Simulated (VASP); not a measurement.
# Si2Ni (Fm-3m) in VASP: further runs

Si2Ni is run at these levels: LDA; tasks: single point, relaxation of cell and atoms.

All numbers are computed with VASP 6.6.1; they aren't measurements. Logs are shortened: lines on timing, memory, paths and dates and some standing lists are left out, and cuts for length are marked.

## 1. The cell of the first run

Symmetry: Fm-3m, No. 225, cubic system. Conventional cell: a = 5.349 Å, b = 5.349 Å, c = 5.349 Å, α = 90.00°, β = 90.00°, γ = 90.00°. Within 3.1 Å of Si (site symmetry -43m) lie 4 Ni at 2.32 Å and 6 Si at 2.67 Å. Ni (site symmetry m-3m) has 8 Si at 2.32 Å within 3.1 Å.

## 2. Single point, LDA

File INCAR:

```
SYSTEM = Si2Ni
  PREC = Accurate
  ENCUT = 520
  EDIFF = 1E-7
  ISMEAR = -1
  SIGMA = 0.1
  LREAL = .False.
  LASPH = .True.
  NELM = 100
  ALGO = Normal
  ISIF = 2
  LWAVE = .False.
  LCHARG = .False.
  GGA = CA
  NBANDS = 16
```

File KPOINTS:

```
Automatic mesh
0
Gamma
  8 8 8
  0 0 0
```

File POSCAR:

```
Si2Ni
1.0
    0.0000000000      2.6744010878      2.6744010878
    2.6744010878      0.0000000000      2.6744010878
    2.6744010878      2.6744010878      0.0000000000
Si Ni
2 1
Direct
    0.2500000000      0.2500000000      0.2500000000
    0.7500000000      0.7500000000      0.7500000000
    0.0000000000      0.0000000000      0.0000000000
```

Potentials or basis: VASP PAW LDA potentials, release 64 (Si, Ni).

The run is started by

```bash
> cat potpaw_LDA.64/Si/POTCAR potpaw_LDA.64/Ni/POTCAR > POTCAR
> mpirun -np 1 vasp_std > vasp.out
```

OUTCAR:

```text
SYSTEM = Si2Ni
   PREC = Accurate
   ENCUT = 520
   EDIFF = 1E-7
   ISMEAR = -1
   LREAL = .False.
   LASPH = .True.
   NELM = 100
   ISIF = 2
   GGA = CA

 ion  position               nearest neighbor table
   1  0.250  0.250  0.250-   3 2.32   3 2.32   3 2.32   3 2.32   2 2.67   2 2.67   2 2.67   2 2.67
                             2 2.67   2 2.67
   2  0.750  0.750  0.750-   3 2.32   3 2.32   3 2.32   3 2.32   1 2.67   1 2.67   1 2.67   1 2.67
                             1 2.67   1 2.67
   3  0.000  0.000  0.000-   2 2.32   2 2.32   2 2.32   1 2.32   2 2.32   1 2.32   1 2.32   1 2.32

  LATTYP: Found a face centered cubic cell.
 ALAT       =     5.3488021756

  Lattice vectors:

 A1 = (   0.0000000000,   2.6744010878,   2.6744010878)
 A2 = (   2.6744010878,   0.0000000000,   2.6744010878)
 A3 = (   2.6744010878,   2.6744010878,   0.0000000000)

Analysis of symmetry for initial positions (statically):
=====================================================================
 Subroutine PRICEL returns:
 Original cell was already a primitive cell.

 Routine SETGRP: Setting up the symmetry group for a
 face centered cubic supercell.

 Subroutine GETGRP returns: Found 48 space group operations
 (whereof 48 operations were pure point group operations)
 out of a pool of 48 trial point group operations.

The static configuration has the point symmetry O_h .

Analysis of symmetry for dynamics (positions and initial velocities):
=====================================================================
 Subroutine PRICEL returns:
 Original cell was already a primitive cell.

 Routine SETGRP: Setting up the symmetry group for a
 face centered cubic supercell.

 Subroutine GETGRP returns: Found 48 space group operations
 (whereof 48 operations were pure point group operations)
 out of a pool of 48 trial point group operations.

The dynamic configuration has the point symmetry O_h .

 Subroutine INISYM returns: Found 48 space group operations
 (whereof 48 operations are pure point group operations),
 and found     1 'primitive' translations

----------------------------------------------------------------------------------------

                                     Primitive cell

  volume of cell :      38.2569

  direct lattice vectors                    reciprocal lattice vectors
     0.000000000  2.674401088  2.674401088    -0.186957746  0.186957746  0.186957746
     2.674401088  0.000000000  2.674401088     0.186957746 -0.186957746  0.186957746
     2.674401088  2.674401088  0.000000000     0.186957746  0.186957746 -0.186957746

  length of vectors
     3.782174290  3.782174290  3.782174290     0.323820315  0.323820315  0.323820315

  position of ions in fractional coordinates (direct lattice)
     0.250000000  0.250000000  0.250000000
     0.750000000  0.750000000  0.750000000
     0.000000000  0.000000000  0.000000000

  ion indices of the primitive-cell ions
   primitive index   ion index
                 1           1
                 2           2
                 3           3

----------------------------------------------------------------------------------------

 KPOINTS: Automatic mesh

Automatic generation of k-mesh.
 Grid dimensions read from file:
 generate k-points for:    8    8    8

 Generating k-lattice:

  Cartesian coordinates                     Fractional coordinates (reciprocal lattice)
    -0.023369718  0.023369718  0.023369718     0.125000000  0.000000000  0.000000000
     0.023369718 -0.023369718  0.023369718     0.000000000  0.125000000  0.000000000
     0.023369718  0.023369718 -0.023369718     0.000000000  0.000000000  0.125000000

  Length of vectors
     0.040477539  0.040477539  0.040477539

  Shift w.r.t. Gamma in fractional coordinates (k-lattice)
     0.000000000  0.000000000  0.000000000

 Subroutine IBZKPT returns following result:
 ===========================================

 Found     29 irreducible k-points:

 Following reciprocal coordinates:
            Coordinates               Weight
  0.000000  0.000000  0.000000      1.000000
  0.125000  0.000000  0.000000      8.000000
  0.250000  0.000000  0.000000      8.000000
  0.375000  0.000000  0.000000      8.000000
  0.500000  0.000000  0.000000      4.000000
  0.125000  0.125000  0.000000      6.000000
[... 16 lines left out ...]
  0.500000  0.250000  0.125000     48.000000
 -0.375000  0.250000  0.125000     24.000000
 [... further k-points ...]
   k-points           NKPTS =     29   k-points in BZ     NKDIM =     29   number of bands    NBANDS=     16
   number of dos      NEDOS =    301   number of ions     NIONS =      3
   total plane-waves  NPLWV =  21952
   dimension x,y,z NGX =    28 NGY =   28 NGZ =   28
   dimension x,y,z NGXF=    56 NGYF=   56 NGZF=   56
   ions per type =               2   1
   NGX,Y,Z   is equivalent  to a cutoff of  12.31, 12.31, 12.31 a.u.
   NGXF,Y,Z  is equivalent  to a cutoff of  24.61, 24.61, 24.61 a.u.
 SYSTEM =  Si2Ni
   PREC   = accura    normal or accurate (medium, high low for compatibility)
   ISTART =      0    job   : 0-new  1-cont  2-samecut
   ICHARG =      2    charge: 1-file 2-atom 10-const
   ISPIN  =      1    spin polarized calculation?
   LNONCOLLINEAR =      F non collinear calculations
   LSORBIT =      F    spin-orbit coupling
   LASPH  =      T    aspherical Exc in radial PAW
   ENCUT  =  520.0 eV  38.22 Ry    6.18 a.u.   7.03  7.03  7.03*2*pi/ulx,y,z
   NELM   =    100;   NELMIN=  2; NELMDL= -5     # of ELM steps
   EDIFF  = 0.1E-06   stopping-criterion for ELM
   LREAL  =      F    real-space projection
   EDIFFG = 0.1E-05   stopping-criterion for IOM
   NSW    =      0    number of steps for IOM
   IBRION =     -1    ionic relax: 0-MD 1-quasi-New 2-CG
   NFREE  =      0    steps in history (QN), initial steepest desc. (CG)
   ISIF   =      2    stress and relaxation
   ISYM   =      2    0-nonsym 1-usesym 2-fastsym
   POTIM  = 0.5000    time-step for ionic-motion
   TEBEG  =    0.0;   TEEND  =   0.0 temperature during run
   PSTRESS=    0.0 pullay stress
   NELECT =      18.0000    total number of electrons
   NUPDOWN=      -1.0000    fix difference up-down
   EMIN   =  10.00;   EMAX   =-10.00  energy-range for DOS
   EFERMI =   0.00;   METHOD = LEGACY
   ISMEAR =    -1;   SIGMA  =   0.10  broadening in eV -4-tet -1-fermi 0-gaus
   EFERMI_NEDOS =   21; number of points for ismear=-14 and -15
   IALGO  =     38    algorithm
   IMIX   =      4    mixing-type and parameters
     AMIX     =   0.40;   BMIX     =  1.00
     AMIX_MAG =   1.60;   BMIX_MAG =  1.00
  volume/ion in A,a.u.               =      12.75        86.06
  Fermi-wavevector in a.u.,A,eV,Ry     =   1.273295  2.406179 22.058865  1.621281
  Thomas-Fermi vector in A             =   2.406127
   LORBIT       =      0    0 simple, 1 ext, 2 COOP (PROOUT), +10 PAW based schemes
   GGA     = CA    functional components
   LHFCALC =     F    Hartree Fock is set to
   AEXX    =    0.0000 exact exchange contribution
   IVDW    =     0    specifies the selected vdW correction
   LEPSILON=     F    determine dielectric tensor
   LRPA    =     F    only Hartree local field effects (RPA)
 non-spin polarized calculation
  energy-cutoff  :      520.00
  volume of cell :       38.26
 maximum number of plane-waves:      1056
   NGX = 13   NGY = 13   NGZ = 13

 number of electron      17.9999990 magnetization

 Free energy of the ion-electron system (eV)
  ---------------------------------------------------
  ext. energy  EPLUGINS =         0.00000000
  ---------------------------------------------------
  free energy    TOTEN  =       -19.91241861 eV

  energy without entropy =      -19.88173362  energy(sigma->0) =      -19.89707611

 E-fermi :  10.7703     XC(G=0): -11.9033

 val. band max:       10.7076516013   @ k =   0.0000   0.0000   0.0000
 cond. band min:      10.8049713793   @ k =   0.3750   0.2500   0.0000
 fundamental gap:      0.0973197780
 Fermi energy:        10.7703399801

 k-point     1 :       0.0000    0.0000    0.0000
  band No.  band energies     occupation
      1      -3.2767      2.00000
      2       5.3823      2.00000
      3       5.3823      2.00000
      4       5.3823      2.00000
      5       7.1084      2.00000
      6       7.1084      2.00000
[... 8 lines left out ...]
     15      15.5931      0.00000
     16      15.5931      0.00000

 k-point     2 :       0.1250    0.0000    0.0000
  band No.  band energies     occupation
      1      -3.0401      2.00000
      2       4.9479      2.00000
      3       5.4558      2.00000
      4       5.4558      2.00000
      5       7.0679      2.00000
      6       7.0679      2.00000
[... 8 lines left out ...]
     15      15.0542      0.00000
     16      15.3116      0.00000

 k-point     3 :       0.2500    0.0000    0.0000
  band No.  band energies     occupation
      1      -2.3400      2.00000
      2       3.7620      2.00000
      3       5.6283      2.00000
      4       5.6283      2.00000
      5       7.0284      2.00000
      6       7.0284      2.00000
[... 8 lines left out ...]
     15      16.3101      0.00000
     16      17.0688      0.00000

 k-point     4 :       0.3750    0.0000    0.0000
  band No.  band energies     occupation
      1      -1.2126      2.00000
      2       2.1011      2.00000
      3       5.7676      2.00000
      4       5.7676      2.00000
      5       7.1465      2.00000
      6       7.1465      2.00000
[... 8 lines left out ...]
     15      18.3730      0.00000
     16      19.0579      0.00000
[... 324 lines left out ...]
 k-point    22 :       0.3750    0.2500    0.1250
  band No.  band energies     occupation
      1      -1.7264      2.00000
      2       3.5944      2.00000
      3       5.2447      2.00000
      4       5.8807      2.00000
      5       6.3576      2.00000
      6       7.2981      2.00000
[... 8 lines left out ...]
     15      18.0422      0.00000
     16      19.6630      0.00000

 k-point    23 :       0.5000    0.2500    0.1250
  band No.  band energies     occupation
      1      -0.6200      2.00000
      2       2.4198      2.00000
      3       4.9973      2.00000
      4       5.8114      2.00000
      5       6.2660      2.00000
      6       6.9566      2.00000
[... 8 lines left out ...]
     15      19.4816      0.00000
     16      20.1661      0.00000

 k-point    24 :      -0.3750    0.2500    0.1250
  band No.  band energies     occupation
      1       0.6243      2.00000
      2       1.0672      2.00000
      3       5.0098      2.00000
      4       5.4648      2.00000
      5       6.3308      2.00000
      6       7.0826      2.00000
[... 8 lines left out ...]
     15      17.6393      0.00000
     16      21.3181      0.00000

 [... further k-points ...]
[... 5 lines left out ...]
  --------------------------------------------------------------------------------------
  -------------------------------------------------------------------------------------
  Total        0.0480971      0.0480971      0.0480971      0.0000000      0.0000000     -0.0000000
  in kB        2.0142819      2.0142819      2.0142819      0.0000000      0.0000000     -0.0000000
  external PRESSURE =       2.0142819 kB  Pullay stress =       0.0000000 kB

 VOLUME and BASIS-vectors are now :
 -----------------------------------------------------------------------------
  energy-cutoff  :      520.00
  volume of cell :       38.26
      direct lattice vectors                 reciprocal lattice vectors
     0.000000000  2.674401088  2.674401088    -0.186957746  0.186957746  0.186957746
     2.674401088  0.000000000  2.674401088     0.186957746 -0.186957746  0.186957746
     2.674401088  2.674401088  0.000000000     0.186957746  0.186957746 -0.186957746

 POSITION                                       TOTAL-FORCE (eV/Angst)
 -----------------------------------------------------------------------------------
      1.33720      1.33720      1.33720         0.000000      0.000000      0.000000
      4.01160      4.01160      4.01160        -0.000000     -0.000000     -0.000000
      0.00000      0.00000      0.00000         0.000000      0.000000      0.000000
 -----------------------------------------------------------------------------------
    total drift:                               -0.000000     -0.000000      0.000000

  FREE ENERGIE OF THE ION-ELECTRON SYSTEM (eV)
  ---------------------------------------------------
  free  energy   TOTEN  =       -19.9124186094 eV

  energy  without entropy=      -19.8817336154  energy(sigma->0) =      -19.89707611
```

Run time: 8.3 s. Hardware: 1 thread of Intel Xeon 6975P-C (Granite Rapids), shared host; peak memory 0.14 GiB.

What came out:

| Item | Value |
| --- | --- |
| Free energy | -19.9124 eV |
| Pressure | 0.2 GPa |
| Band gap on the k mesh | zero (band 9 reaches 12.58 eV, above the bottom of band 10 at 10.41 eV) |

## 3. Relaxation of cell and atoms, LDA

This run uses another cell than the first one, of 13.17 Å³/atom, 1.032 times its volume.

File INCAR:

```
ALGO = Normal ; EDIFF = 1E-6
EDIFFG = -0.002 ; ENCUT = 600
IBRION = 2 ; ISIF = 3
ISMEAR = -1 ; LASPH = True
LCHARG = False ; LREAL = False
LWAVE = False ; NELM = 80
NSW = 100 ; PREC = Accurate
SIGMA = 0.1
```

File KPOINTS:

```
k-points
0
Gamma
  8 8 8
```

File POSCAR:

```
Si2Ni
1.0
    0.0000000000      2.7030000000      2.7030000000
    2.7030000000      0.0000000000      2.7030000000
    2.7030000000      2.7030000000      0.0000000000
Si Ni
2 1
Direct
    0.2500000000      0.2500000000      0.2500000000
    0.7500000000      0.7500000000      0.7500000000
    0.0000000000      0.0000000000      0.0000000000
```

Potentials or basis: VASP PAW LDA potentials, release 64 (Si, Ni).

The run is started by

```bash
> cat potpaw_LDA.64/Si/POTCAR potpaw_LDA.64/Ni/POTCAR > POTCAR
> mpirun -np 1 vasp_std > vasp.out
```

OUTCAR:

```text
EDIFF = 1E-6
   EDIFFG = -0.002
   ENCUT = 600
   IBRION = 2
   ISIF = 3
   ISMEAR = -1
   LASPH = True
   LREAL = False
   NELM = 80
   NSW = 100
   PREC = Accurate

 ion  position               nearest neighbor table
   1  0.250  0.250  0.250-   3 2.34   3 2.34   3 2.34   3 2.34   2 2.70   2 2.70   2 2.70   2 2.70
                             2 2.70   2 2.70
   2  0.750  0.750  0.750-   3 2.34   3 2.34   3 2.34   3 2.34   1 2.70   1 2.70   1 2.70   1 2.70
                             1 2.70   1 2.70
   3  0.000  0.000  0.000-   2 2.34   1 2.34   2 2.34   1 2.34   2 2.34   2 2.34   1 2.34   1 2.34

  LATTYP: Found a face centered cubic cell.
 ALAT       =     5.4060000000

  Lattice vectors:

 A1 = (   0.0000000000,   2.7030000000,   2.7030000000)
 A2 = (   2.7030000000,   0.0000000000,   2.7030000000)
 A3 = (   2.7030000000,   2.7030000000,   0.0000000000)

Analysis of symmetry for initial positions (statically):
=====================================================================
 Subroutine PRICEL returns:
 Original cell was already a primitive cell.

 Routine SETGRP: Setting up the symmetry group for a
 face centered cubic supercell.

 Subroutine GETGRP returns: Found 48 space group operations
 (whereof 48 operations were pure point group operations)
 out of a pool of 48 trial point group operations.

[... 174 lines left out ...]
  external PRESSURE =     -47.2311538 kB  Pullay stress =       0.0000000 kB
[... 283 lines left out ...]
--------------------------------------- Ionic step        9  -------------------------------------------

 number of electron      18.0000007 magnetization

 Free energy of the ion-electron system (eV)
  ---------------------------------------------------
  ext. energy  EPLUGINS =         0.00000000
  ---------------------------------------------------
  free energy    TOTEN  =       -19.91302500 eV

  energy without entropy =      -19.88226111  energy(sigma->0) =      -19.89764306

 E-fermi :  10.7528     XC(G=0): -11.8983

 val. band max:       10.6818395098   @ k =   0.0000   0.0000   0.0000
 cond. band min:      10.7860728480   @ k =   0.3750   0.2500   0.0000
 fundamental gap:      0.1042333382
 Fermi energy:        10.7528365717

 k-point     1 :       0.0000    0.0000    0.0000
  band No.  band energies     occupation
      1      -3.2830      2.00000
      2       5.3728      2.00000
      3       5.3728      2.00000
      4       5.3728      2.00000
      5       7.0979      2.00000
      6       7.0979      2.00000
      7      10.6818      1.34079
      8      12.5586      0.00000
      9      12.5586      0.00000
     10      12.5586      0.00000
     11      13.0538      0.00000
     12      13.0538      0.00000
     13      13.0538      0.00000
[... 354 lines left out ...]
  band No.  band energies     occupation
      1       0.6149      2.00000
      2       1.0574      2.00000
      3       5.0006      2.00000
      4       5.4539      2.00000
      5       6.3203      2.00000
      6       7.0716      2.00000
      7       7.1874      2.00000
      8       7.9906      2.00000
      9       8.6055      2.00000
     10      12.0572      0.00000
     11      12.9673      0.00000
     12      16.2304      0.00000
     13      16.4864      0.00000

 [... further k-points ...]
[... 5 lines left out ...]
  --------------------------------------------------------------------------------------
  -------------------------------------------------------------------------------------
  Total       -0.0027106     -0.0027106     -0.0027106      0.0000000      0.0000000      0.0000000
  in kB       -0.1133937     -0.1133937     -0.1133937      0.0000000      0.0000000      0.0000000
  external PRESSURE =      -0.1133937 kB  Pullay stress =       0.0000000 kB
[... 18 lines left out ...]
  FREE ENERGIE OF THE ION-ELECTRON SYSTEM (eV)
  ---------------------------------------------------
  free  energy   TOTEN  =       -19.9130250009 eV

  energy  without entropy=      -19.8822611130  energy(sigma->0) =      -19.89764306

 reached required accuracy - stopping structural energy minimisation
```

CONTCAR:

```text
Si2Ni
   1.00000000000000
    -0.0000000000000000    2.6753780982170654    2.6753780982170654
     2.6753780982170654    0.0000000000000000    2.6753780982170654
     2.6753780982170654    2.6753780982170654   -0.0000000000000000
  Si              Ni
     2     1
Direct
     0.2500000000000000    0.2500000000000000    0.2500000000000000
     0.7500000000000000    0.7500000000000000    0.7500000000000000
     0.0000000000000000    0.0000000000000000    0.0000000000000000

  0.00000000E+00  0.00000000E+00  0.00000000E+00
  0.00000000E+00  0.00000000E+00  0.00000000E+00
  0.00000000E+00  0.00000000E+00  0.00000000E+00
```

Run time: 29 s. Hardware: 1 thread of Intel Xeon 6975P-C (Granite Rapids), shared host; peak memory 0.17 GiB.

What came out:

| Item | Value |
| --- | --- |
| Free energy | -19.9130 eV |
| Relaxed volume | 12.77 Å³/atom |
| Relaxed cell | a = 3.784 Å, b = 3.784 Å, c = 3.784 Å, α = 60.00°, β = 60.00°, γ = 60.00° |
| Space group after relaxing (to 0.05 Å) | Fm-3m (No. 225) |
| Energy gained by relaxing | 5.9 meV/atom |
| Ionic steps | 9 |
| Pressure after relaxing | 0.0 GPa |
| Band gap on the k mesh | zero (band 9 reaches 12.56 eV, above the bottom of band 10 at 10.39 eV) |

Step by step:
```csv
step,energy change (eV),largest force (eV/Å),pressure (GPa),volume (Å³)
1,0.0000,0.0000,-4.72,39.50
2,-0.0046,0.0000,4.58,37.32
3,-0.0178,0.0000,-0.07,38.30
4,-0.0178,0.0000,0.05,38.28
5,-0.0178,0.0000,0.03,38.30
6,-0.0178,0.0000,-0.11,38.34
7,-0.0178,0.0000,-0.08,38.31
8,-0.0178,0.0000,-0.05,38.30
9,-0.0178,0.0000,-0.01,38.30
```

Final structure:
```
Si Ni
1.0
     0.00000    2.67538    2.67538
     2.67538    0.00000    2.67538
     2.67538    2.67538    0.00000
Si Ni
2 1
Direct
  0.25000 0.25000 0.25000
  0.75000 0.75000 0.75000
  0.00000 0.00000 0.00000
```

Levels at points of the mesh, in eV from the Fermi level:
```csv
k point,band 6,band 7,band 8,band 9,band 10,band 11,band 12,band 13
"(0.00, 0.00, 0.00)",-3.65,-0.07,1.81,1.81,1.81,2.30,2.30,2.30
"(0.50, 0.00, 0.00)",-3.47,-3.47,-1.43,-1.43,1.84,1.89,1.89,2.79
"(0.50, 0.50, 0.00)",-3.77,-3.77,-3.56,-3.23,-0.36,1.38,7.84,8.53
```

Spin polarisation is off, so any magnetic state and its effect on volume and gap are missing. LDA usually gives volumes a few per cent too small.
